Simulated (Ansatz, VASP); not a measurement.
# One calculation of Ba, two programs

INCAR

```
SYSTEM = Ba
  ALGO = Normal
  EDIFF = 1E-6
  EDIFFG = -0.005
  ENCUT = 600
  GGA = PS
  IBRION = 2
  ISIF = 3
  ISMEAR = -1
  LASPH = .TRUE.
  LCHARG = .FALSE.
  LREAL = .FALSE.
  LWAVE = .FALSE.
  NELM = 80
  NSW = 60
  PREC = Accurate
  SIGMA = 0.08
```

Contents of KPOINTS:

```
k-points
0
G
  10 10 6
  0 0 0
```

File POSCAR:

```
Ba
1.0
    4.3568728122      0.0000000000      0.0000000000
   -2.1784364061      3.7731625364      0.0000000000
    0.0000000000      0.0000000000      7.0581339558
Ba
2
Direct
    0.3333333333      0.6666666667      0.2500000000
    0.6666666667      0.3333333333      0.7500000000
```

Input for Ansatz:

```yaml
crystal:
  lattice:
    - [4.3568728122, 0.0, 0.0]
    - [-2.1784364061, 3.7731625364, 0.0]
    - [0.0, 0.0, 7.0581339558]
  atoms:
    - { symbol: Ba, position: [0.3333333333, 0.6666666667, 0.25] }
    - { symbol: Ba, position: [0.6666666667, 0.3333333333, 0.75] }
kpoints:
  mp_grid: { grid: [10, 10, 6] }
scf:
  occupations: { method: fermi_dirac, width: 0.08 }
hamiltonian:
  xc: pbesol
  pseudopotentials: { kind: paw }
output:
  forces: true
  stress: true
relax:
  f_tol: 0.005
  max_steps: 40
  cell: {}
```

Alike in both runs: task relaxation of cell and atoms; functional PBEsol; k mesh 10 × 10 × 6; occupations fermi-dirac, width 0.08 eV; no spin polarisation.

```csv
,VASP,Ansatz
version,VASP 6.6.1,Ansatz 0.2.0
potentials or method,"VASP PAW PBE potentials, release 64 (Ba_sv)","PAW with Ansatz's default frozen-core files, scalar-relativistic"
plane-wave cutoff (eV),600,420
valence electrons in the cell,20,20
```

Ansatz gave:

```
relaxed volume (Å³/atom)                                        : 58.07
relaxed length of the cell vector where the two differ most in proportion (Å) : 4.348
```

Question: Which values does VASP return?

Answer: Relaxed volume (Å³/atom): 58.66; relaxed length of the cell vector where the two differ most in proportion (Å): 4.363.

VASP's potentials were made for PBE, not for PBEsol.

Neither program's run includes spin-orbit coupling.
